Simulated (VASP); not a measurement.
# InP (F-43m) in VASP: a series of runs

The runs below take InP through single point, relaxation of cell and atoms, with LDA.

Everything below comes from runs of VASP 6.6.1. Logs are shortened: lines on timing, memory, paths and dates and some standing lists are left out, and cuts for length are marked.

**1. The cell of the first run**

It takes space group F-43m (No. 216, cubic). Conventional cell: a = 5.826 Å, b = 5.826 Å, c = 5.826 Å, α = 90.00°, β = 90.00°, γ = 90.00°. In (site symmetry -43m) has 4 P at 2.52 Å within 3.3 Å. Within 3.3 Å of P (site symmetry -43m) lie 4 In at 2.52 Å.

**2. Single point, LDA**

INCAR reads:

```
SYSTEM = InP
ALGO = Normal
EDIFF = 1E-6
ENCUT = 500
GGA = CA
GGA_COMPAT = .False.
ISIF = 2
ISMEAR = -1
LASPH = .True.
LCHARG = .False.
LREAL = .False.
LWAVE = .False.
NBANDS = 16
NELM = 120
PREC = Accurate
SIGMA = 0.02
```

KPOINTS reads:

```
k-points
0
Gamma
  6 6 6
  0 0 0
```

POSCAR reads:

```
InP
1.0
    0.0000000000      2.9132403609      2.9132403609
    2.9132403609      0.0000000000      2.9132403609
    2.9132403609      2.9132403609      0.0000000000
In P
1 1
Direct
    0.0000000000      0.0000000000      0.0000000000
    0.2500000000      0.2500000000      0.2500000000
```

Potentials or basis: VASP PAW LDA potentials, release 64 (In_d, P).

Command:

```
cat potpaw_LDA.64/In_d/POTCAR potpaw_LDA.64/P/POTCAR > POTCAR
mpirun -np 1 vasp_std > vasp.out
```

OUTCAR:

```text
SYSTEM = InP
   EDIFF = 1E-6
   ENCUT = 500
   GGA = CA
   ISIF = 2
   ISMEAR = -1
   LASPH = .True.
   LREAL = .False.
   NELM = 120
   PREC = Accurate

 ion  position               nearest neighbor table
   1  0.000  0.000  0.000-   2 2.52   2 2.52   2 2.52   2 2.52
   2  0.250  0.250  0.250-   1 2.52   1 2.52   1 2.52   1 2.52

  LATTYP: Found a face centered cubic cell.
 ALAT       =     5.8264807218

  Lattice vectors:

 A1 = (   0.0000000000,   2.9132403609,   2.9132403609)
 A2 = (   2.9132403609,   0.0000000000,   2.9132403609)
 A3 = (   2.9132403609,   2.9132403609,   0.0000000000)

Analysis of symmetry for initial positions (statically):
=====================================================================
 Subroutine PRICEL returns:
 Original cell was already a primitive cell.

 Routine SETGRP: Setting up the symmetry group for a
 face centered cubic supercell.

 Subroutine GETGRP returns: Found 24 space group operations
 (whereof 24 operations were pure point group operations)
 out of a pool of 48 trial point group operations.

The static configuration has the point symmetry T_d .

Analysis of symmetry for dynamics (positions and initial velocities):
=====================================================================
 Subroutine PRICEL returns:
 Original cell was already a primitive cell.

 Routine SETGRP: Setting up the symmetry group for a
 face centered cubic supercell.

 Subroutine GETGRP returns: Found 24 space group operations
 (whereof 24 operations were pure point group operations)
 out of a pool of 48 trial point group operations.

The dynamic configuration has the point symmetry T_d .

 Subroutine INISYM returns: Found 24 space group operations
 (whereof 24 operations are pure point group operations),
 and found     1 'primitive' translations

----------------------------------------------------------------------------------------

                                     Primitive cell

  volume of cell :      49.4492

  direct lattice vectors                    reciprocal lattice vectors
     0.000000000  2.913240361  2.913240361    -0.171630191  0.171630191  0.171630191
     2.913240361  0.000000000  2.913240361     0.171630191 -0.171630191  0.171630191
     2.913240361  2.913240361  0.000000000     0.171630191  0.171630191 -0.171630191

  length of vectors
     4.119944029  4.119944029  4.119944029     0.297272211  0.297272211  0.297272211

  position of ions in fractional coordinates (direct lattice)
     0.000000000  0.000000000  0.000000000
     0.250000000  0.250000000  0.250000000

  ion indices of the primitive-cell ions
   primitive index   ion index
                 1           1
                 2           2

----------------------------------------------------------------------------------------

 KPOINTS: k-points

Automatic generation of k-mesh.
 Grid dimensions read from file:
 generate k-points for:    6    6    6

 Generating k-lattice:

  Cartesian coordinates                     Fractional coordinates (reciprocal lattice)
    -0.028605032  0.028605032  0.028605032     0.166666667  0.000000000  0.000000000
     0.028605032 -0.028605032  0.028605032     0.000000000  0.166666667  0.000000000
     0.028605032  0.028605032 -0.028605032     0.000000000  0.000000000  0.166666667

  Length of vectors
     0.049545369  0.049545369  0.049545369

  Shift w.r.t. Gamma in fractional coordinates (k-lattice)
     0.000000000  0.000000000  0.000000000

 Subroutine IBZKPT returns following result:
 ===========================================

 Found     16 irreducible k-points:

 Following reciprocal coordinates:
            Coordinates               Weight
  0.000000  0.000000  0.000000      1.000000
  0.166667  0.000000  0.000000      8.000000
  0.333333  0.000000  0.000000      8.000000
  0.500000  0.000000  0.000000      4.000000
  0.166667  0.166667  0.000000      6.000000
  0.333333  0.166667  0.000000     24.000000
[... 8 lines left out ...]
 -0.333333  0.333333  0.166667     24.000000
 -0.333333  0.500000  0.166667     12.000000
   k-points           NKPTS =     16   k-points in BZ     NKDIM =     16   number of bands    NBANDS=     16
   number of dos      NEDOS =    301   number of ions     NIONS =      2
   total plane-waves  NPLWV =  27000
   dimension x,y,z NGX =    30 NGY =   30 NGZ =   30
   dimension x,y,z NGXF=    60 NGYF=   60 NGZF=   60
   ions per type =               1   1
   NGX,Y,Z   is equivalent  to a cutoff of  12.11, 12.11, 12.11 a.u.
   NGXF,Y,Z  is equivalent  to a cutoff of  24.21, 24.21, 24.21 a.u.
 SYSTEM =  InP
   PREC   = accura    normal or accurate (medium, high low for compatibility)
   ISTART =      0    job   : 0-new  1-cont  2-samecut
   ICHARG =      2    charge: 1-file 2-atom 10-const
   ISPIN  =      1    spin polarized calculation?
   LNONCOLLINEAR =      F non collinear calculations
   LSORBIT =      F    spin-orbit coupling
   LASPH  =      T    aspherical Exc in radial PAW
   ENCUT  =  500.0 eV  36.75 Ry    6.06 a.u.   7.51  7.51  7.51*2*pi/ulx,y,z
   NELM   =    120;   NELMIN=  2; NELMDL= -5     # of ELM steps
   EDIFF  = 0.1E-05   stopping-criterion for ELM
   LREAL  =      F    real-space projection
   EDIFFG = 0.1E-04   stopping-criterion for IOM
   NSW    =      0    number of steps for IOM
   IBRION =     -1    ionic relax: 0-MD 1-quasi-New 2-CG
   NFREE  =      0    steps in history (QN), initial steepest desc. (CG)
   ISIF   =      2    stress and relaxation
   ISYM   =      2    0-nonsym 1-usesym 2-fastsym
   POTIM  = 0.5000    time-step for ionic-motion
   TEBEG  =    0.0;   TEEND  =   0.0 temperature during run
   PSTRESS=    0.0 pullay stress
   NELECT =      18.0000    total number of electrons
   NUPDOWN=      -1.0000    fix difference up-down
   EMIN   =  10.00;   EMAX   =-10.00  energy-range for DOS
   EFERMI =   0.00;   METHOD = LEGACY
   ISMEAR =    -1;   SIGMA  =   0.02  broadening in eV -4-tet -1-fermi 0-gaus
   EFERMI_NEDOS =   21; number of points for ismear=-14 and -15
   IALGO  =     38    algorithm
   IMIX   =      4    mixing-type and parameters
     AMIX     =   0.40;   BMIX     =  1.00
     AMIX_MAG =   1.60;   BMIX_MAG =  1.00
  volume/ion in A,a.u.               =      24.72       166.85
  Fermi-wavevector in a.u.,A,eV,Ry     =   1.168905  2.208911 18.590181  1.366340
  Thomas-Fermi vector in A             =   2.305386
   LORBIT       =      0    0 simple, 1 ext, 2 COOP (PROOUT), +10 PAW based schemes
   GGA     = CA    functional components
   LHFCALC =     F    Hartree Fock is set to
   AEXX    =    0.0000 exact exchange contribution
   IVDW    =     0    specifies the selected vdW correction
   LEPSILON=     F    determine dielectric tensor
   LRPA    =     F    only Hartree local field effects (RPA)
 non-spin polarized calculation
  energy-cutoff  :      500.00
  volume of cell :       49.45
 maximum number of plane-waves:      1278
   NGX = 15   NGY = 15   NGZ = 15

 number of electron      18.0000011 magnetization

 Free energy of the ion-electron system (eV)
  ---------------------------------------------------
  ext. energy  EPLUGINS =         0.00000000
  ---------------------------------------------------
  free energy    TOTEN  =        -9.65974105 eV

  energy without entropy =       -9.65974105  energy(sigma->0) =       -9.65974105

 E-fermi :   5.5263     XC(G=0):  -9.6857

 val. band max:        5.2139170210   @ k =   0.0000   0.0000   0.0000
 cond. band min:       5.8172420646   @ k =   0.0000   0.0000   0.0000
 fundamental gap:      0.6033250436
 Fermi energy:         5.5263476375

 k-point     1 :       0.0000    0.0000    0.0000
  band No.  band energies     occupation
      1      -9.0200      2.00000
      2      -9.0200      2.00000
      3      -9.0200      2.00000
      4      -8.8563      2.00000
      5      -8.8563      2.00000
      6      -6.4563      2.00000
[... 8 lines left out ...]
     15      14.6892      0.00000
     16      14.6892      0.00000

 k-point     2 :       0.1667    0.0000    0.0000
  band No.  band energies     occupation
      1      -9.0544      2.00000
      2      -9.0066      2.00000
      3      -9.0066      2.00000
      4      -8.8559      2.00000
      5      -8.8559      2.00000
      6      -6.1313      2.00000
[... 8 lines left out ...]
     15      13.7899      0.00000
     16      14.4997      0.00000

 k-point     3 :       0.3333    0.0000    0.0000
  band No.  band energies     occupation
      1      -9.1176      2.00000
      2      -8.9854      2.00000
      3      -8.9854      2.00000
      4      -8.8491      2.00000
      5      -8.8491      2.00000
      6      -5.2863      2.00000
[... 8 lines left out ...]
     15      14.2723      0.00000
     16      14.2723      0.00000

 k-point     4 :       0.5000    0.0000    0.0000
  band No.  band energies     occupation
      1      -9.1471      2.00000
      2      -8.9783      2.00000
      3      -8.9783      2.00000
      4      -8.8419      2.00000
      5      -8.8419      2.00000
      6      -4.6425      2.00000
[... 8 lines left out ...]
     15      15.8545      0.00000
     16      15.8545      0.00000

 k-point     5 :       0.1667    0.1667    0.0000
  band No.  band energies     occupation
      1      -9.0782      2.00000
      2      -8.9929      2.00000
      3      -8.9929      2.00000
      4      -8.8683      2.00000
      5      -8.8468      2.00000
      6      -6.0250      2.00000
[... 8 lines left out ...]
     15      14.9355      0.00000
     16      15.5786      0.00000

 k-point     6 :       0.3333    0.1667    0.0000
  band No.  band energies     occupation
      1      -9.1272      2.00000
      2      -8.9740      2.00000
      3      -8.9682      2.00000
      4      -8.8737      2.00000
      5      -8.8387      2.00000
      6      -5.3459      2.00000
[... 8 lines left out ...]
     15      15.1788      0.00000
     16      15.8398      0.00000

 k-point     7 :       0.5000    0.1667    0.0000
  band No.  band energies     occupation
      1      -9.1548      2.00000
      2      -8.9697      2.00000
      3      -8.9587      2.00000
      4      -8.8613      2.00000
      5      -8.8382      2.00000
      6      -4.5219      2.00000
[... 8 lines left out ...]
     15      15.9115      0.00000
     16      16.0787      0.00000

 k-point     8 :      -0.3333    0.1667    0.0000
  band No.  band energies     occupation
      1      -9.1419      2.00000
      2      -8.9733      2.00000
      3      -8.9667      2.00000
      4      -8.8535      2.00000
      5      -8.8488      2.00000
      6      -4.7548      2.00000
[... 8 lines left out ...]
     15      15.1239      0.00000
     16      16.3004      0.00000

 k-point     9 :      -0.1667    0.1667    0.0000
  band No.  band energies     occupation
      1      -9.0971      2.00000
      2      -8.9908      2.00000
      3      -8.9850      2.00000
      4      -8.8622      2.00000
      5      -8.8484      2.00000
      6      -5.6275      2.00000
[... 8 lines left out ...]
     15      14.6097      0.00000
     16      16.0339      0.00000

 k-point    10 :       0.3333    0.3333    0.0000
  band No.  band energies     occupation
      1      -9.1744      2.00000
      2      -8.9366      2.00000
      3      -8.9366      2.00000
      4      -8.8974      2.00000
      5      -8.8278      2.00000
      6      -4.8931      2.00000
[... 8 lines left out ...]
     15      15.5643      0.00000
     16      18.4777      0.00000

 k-point    11 :       0.5000    0.3333    0.0000
  band No.  band energies     occupation
      1      -9.1918      2.00000
      2      -8.9335      2.00000
      3      -8.9226      2.00000
      4      -8.8952      2.00000
      5      -8.8271      2.00000
      6      -4.1916      2.00000
[... 8 lines left out ...]
     15      16.0873      0.00000
     16      17.2324      0.00000

 k-point    12 :      -0.3333    0.3333    0.0000
  band No.  band energies     occupation
      1      -9.1710      2.00000
      2      -8.9551      2.00000
      3      -8.9344      2.00000
      4      -8.8726      2.00000
      5      -8.8436      2.00000
      6      -4.1060      2.00000
[... 8 lines left out ...]
     15      14.3868      0.00000
     16      18.2838      0.00000

 k-point    13 :       0.5000    0.5000    0.0000
  band No.  band energies     occupation
      1      -9.2161      2.00000
      2      -8.9134      2.00000
      3      -8.9073      2.00000
      4      -8.9073      2.00000
      5      -8.8183      2.00000
      6      -3.9510      2.00000
[... 8 lines left out ...]
     15      16.0018      0.00000
     16      17.0104      0.00000

 k-point    14 :       0.5000    0.3333    0.1667
  band No.  band energies     occupation
      1      -9.1599      2.00000
      2      -8.9619      2.00000
      3      -8.9415      2.00000
      4      -8.8783      2.00000
      5      -8.8367      2.00000
      6      -4.6247      2.00000
[... 8 lines left out ...]
     15      16.2839      0.00000
     16      16.9466      0.00000

 k-point    15 :      -0.3333    0.3333    0.1667
  band No.  band energies     occupation
      1      -9.1698      2.00000
      2      -8.9627      2.00000
      3      -8.9299      2.00000
      4      -8.8723      2.00000
      5      -8.8420      2.00000
      6      -4.1047      2.00000
[... 8 lines left out ...]
     15      16.2347      0.00000
     16      16.8020      0.00000

 k-point    16 :      -0.3333    0.5000    0.1667
  band No.  band energies     occupation
      1      -9.1903      2.00000
      2      -8.9427      2.00000
      3      -8.9164      2.00000
      4      -8.8879      2.00000
      5      -8.8328      2.00000
      6      -3.8841      2.00000
[... 8 lines left out ...]
     15      16.4929      0.00000
     16      17.1758      0.00000

------------------------ aborting loop because EDIFF is reached ----------------------------------------

  FORCE on cell =-STRESS in cart. coord.  units (eV):
  Direction    XX          YY          ZZ          XY          YZ          ZX
  --------------------------------------------------------------------------------------
  -------------------------------------------------------------------------------------
  Total        0.0069954      0.0069954      0.0069954      0.0000000      0.0000000      0.0000000
  in kB        0.2266547      0.2266547      0.2266547      0.0000000      0.0000000      0.0000000
  external PRESSURE =       0.2266547 kB  Pullay stress =       0.0000000 kB

 VOLUME and BASIS-vectors are now :
 -----------------------------------------------------------------------------
  energy-cutoff  :      500.00
  volume of cell :       49.45
      direct lattice vectors                 reciprocal lattice vectors
     0.000000000  2.913240361  2.913240361    -0.171630191  0.171630191  0.171630191
     2.913240361  0.000000000  2.913240361     0.171630191 -0.171630191  0.171630191
     2.913240361  2.913240361  0.000000000     0.171630191  0.171630191 -0.171630191

 POSITION                                       TOTAL-FORCE (eV/Angst)
 -----------------------------------------------------------------------------------
      0.00000      0.00000      0.00000        -0.000000     -0.000000     -0.000000
      1.45662      1.45662      1.45662         0.000000      0.000000      0.000000
 -----------------------------------------------------------------------------------
    total drift:                               -0.000000     -0.000000     -0.000000

  FREE ENERGIE OF THE ION-ELECTRON SYSTEM (eV)
  ---------------------------------------------------
  free  energy   TOTEN  =        -9.6597410498 eV

  energy  without entropy=       -9.6597410469  energy(sigma->0) =       -9.65974105
```

Wall time 6.6 s (1 thread of Intel Xeon 6975P-C (Granite Rapids), shared host); peak memory 0.14 GiB.

What came out:

```yaml
Free_energy: -9.6597 eV
Pressure: 0.0 GPa
Band_gap_on_the_k_mesh: 0.60 eV
```

Caveat: spin-orbit coupling is left out, which moves the levels of the heavy elements.

**3. Relaxation of cell and atoms, LDA**

This run uses another cell than the first one, of 25.93 Å³/atom.

INCAR reads:

```
SYSTEM = InP
PREC = Accurate
ENCUT = 500
EDIFF = 1E-7
ISMEAR = -1
SIGMA = 0.02
LREAL = .False.
LASPH = .True.
NELM = 120
ALGO = Normal
ISIF = 3
LWAVE = .False.
LCHARG = .False.
IBRION = 2
NSW = 80
EDIFFG = -0.03
GGA_COMPAT = .False.
NELMIN = 4
```

KPOINTS reads:

```
regular mesh
0
Gamma
  6 6 6
  0 0 0
```

POSCAR reads:

```
InP
1.0
    0.0000000000      2.9600000000      2.9600000000
    2.9600000000      0.0000000000      2.9600000000
    2.9600000000      2.9600000000      0.0000000000
In P
1 1
Direct
    0.0000000000      0.0000000000      0.0000000000
    0.2500000000      0.2500000000      0.2500000000
```

Potentials or basis: VASP PAW LDA potentials, release 64 (In_d, P).

Command:

```
cat potpaw_LDA.64/In_d/POTCAR potpaw_LDA.64/P/POTCAR > POTCAR
mpirun -np 1 vasp_std > vasp.out
```

Run time: 11 s. Hardware: 1 thread of Intel Xeon 6975P-C (Granite Rapids), shared host; peak memory 0.16 GiB.

The run converged. Its results:

| Item | Value |
| --- | --- |
| Free energy | -9.6604 eV |
| Relaxed volume | 24.74 Å³/atom |
| Relaxed cell | a = 4.121 Å, b = 4.121 Å, c = 4.121 Å, α = 60.00°, β = 60.00°, γ = 60.00° |
| Space group after relaxing (to 0.1 Å) | F-43m (No. 216) |
| Energy gained by relaxing | 11.8 meV/atom |
| Ionic steps | 3 |
| Pressure after relaxing | 0.0 GPa |
| Band gap on the k mesh | 0.60 eV |

The path:
```tsv
step	energy change (eV)	largest force (eV/Å)	pressure (GPa)	volume (Å³)
1	0.0000	0.0000	-3.04	51.87
2	-0.0167	0.0000	1.88	48.26
3	-0.0237	0.0000	-0.01	49.48
```

Final structure:
```cif
data_structure
_symmetry_space_group_name_H-M 'P 1'
_symmetry_Int_Tables_number 1
_cell_length_a 4.1208
_cell_length_b 4.1208
_cell_length_c 4.1208
_cell_angle_alpha 60.000
_cell_angle_beta 60.000
_cell_angle_gamma 60.000
_cell_volume 49.48
loop_
_atom_site_label
_atom_site_type_symbol
_atom_site_fract_x
_atom_site_fract_y
_atom_site_fract_z
_atom_site_occupancy
In1 In 0.00000 0.00000 0.00000 1
P1 P 0.25000 0.25000 0.25000 1
```

Levels at points of the mesh, in eV from the valence-band top:
```
           k point  band 7  band 8  band 9  band 10  band 11  band 12
(0.00, 0.00, 0.00)    0.00    0.00    0.00     0.60     3.96     3.96
(0.50, 0.00, 0.00)   -5.93   -1.02   -1.02     1.36     4.70     4.70
(0.50, 0.50, 0.00)   -5.94   -2.42   -2.42     1.56     2.12     9.10
```

Caveat: spin-orbit coupling is left out, which moves the levels of the heavy elements.
